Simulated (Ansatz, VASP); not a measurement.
## Two plane-wave programs on Pt

```xyz
1
Lattice="0.0000 1.9850 1.9850 1.9850 0.0000 1.9850 1.9850 1.9850 0.0000" Properties=species:S:1:pos:R:3 pbc="T T T"
Pt    0.0000    0.0000    0.0000
```

Alike in both runs: task relaxation of cell and atoms; functional PBE; k mesh 18 × 18 × 18; occupations fermi-dirac, width 0.15 eV; no spin polarisation.

|  | VASP | Ansatz |
| --- | --- | --- |
| version | VASP 6.6.1 | Ansatz 0.2.0 |
| potentials or method | VASP PAW PBE potentials, release 64 (Pt), cutoff 600 eV | scalar-relativistic, plane waves, PAW |
| valence electrons in the cell | 10 | 18 |

```csv
,VASP,Ansatz,Ansatz less VASP
"gap on the k mesh at the Fermi level, each at its own relaxed structure (eV)",none,none,-
relaxed volume (Å³/atom),15.67,15.69,+0.024
relaxed cell length with the largest relative difference (Å),2.809,2.810,+0.0015
```

A gap of «none» marks a metal or a gap that the smearing closes. VASP's potentials hold 10 valence electrons a cell and Ansatz's 18, so a difference there can come from the potentials and not from the codes.

Neither program's run includes spin-orbit coupling.
